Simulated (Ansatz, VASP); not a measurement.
# Ge in VASP and in Ansatz

File POSCAR:

```
Ge
1.0
    1.3971490000     -2.6005160000      0.0000000000
    1.3971490000      2.6005160000      0.0000000000
    0.0000000000      0.0000000000      2.6982310000
Ge
1
Direct
    0.5000000000      0.5000000000      0.0000000000
```

File INCAR.step1:

```
PREC = Accurate ; ENCUT = 520
ISMEAR = -1 ; SIGMA = 0.05
LREAL = False ; LASPH = True
NELM = 60 ; NBANDS = 13
GGA = PE ; ALGO = Normal
EDIFF = 1E-4 ; LWAVE = True
LCHARG = False
```

File INCAR.step2:

```
PREC = Accurate ; ENCUT = 520
EDIFF = 1E-7 ; ISMEAR = -1
SIGMA = 0.05 ; LREAL = False
LASPH = True ; NELM = 60
ALGO = Normal ; ISIF = 2
LWAVE = False ; LCHARG = False
METAGGA = R2SCAN ; LMIXTAU = True
NBANDS = 13 ; ISTART = 1
```

Contents of KPOINTS:

```
Automatic mesh
0
Gamma
  6 6 6
```

input.yaml

```yaml
crystal:
  lattice:
    - [1.397149, -2.600516, 0.0]
    - [1.397149, 2.600516, 0.0]
    - [0.0, 0.0, 2.698231]
  atoms:
    - { symbol: Ge, position: [0.5, 0.5, 0.0] }
hamiltonian:
  xc: r2scan
  pseudopotentials: { kind: paw }
kpoints:
  mp_grid: { grid: [6, 6, 6] }
scf:
  occupations: { method: fermi_dirac, width: 0.05 }
  n_extra_bands: 6
output:
  forces: true
  stress: true
  eigenvalues: true
  dos: { projected: true, de: 0.05, nscf_kmesh: { grid: [9, 9, 9] } }
```

Alike in both runs: functional r2SCAN; k mesh 6 × 6 × 6; occupations fermi-dirac, width 0.05 eV; no spin polarisation.

|  | VASP | Ansatz |
| --- | --- | --- |
| version | VASP 6.6.1 | Ansatz 0.2.0 |
| potentials or method | VASP PAW PBE potentials, release 64 (Ge_d) | Ansatz PAW |
| plane-wave cutoff (eV) | 520 | 500 |
| valence electrons in the cell | 14 | 14 |
| task | single point | projected density of states |

|  | VASP | Ansatz | Ansatz less VASP |
| --- | --- | --- | --- |
| gap on the k mesh at the Fermi level (eV) | none | none | - |
| pressure (GPa) | -3.0 | -2.9 | +0.13 |
| traceless stress, the component that is largest in VASP (GPa) | 6.44 | 6.44 | +0.002 |

VASP's potentials were made for PBE, not for r2SCAN. A gap of «none» marks a metal or a gap that the smearing closes.

The k mesh is coarse, so the values compare programs but aren't converged.
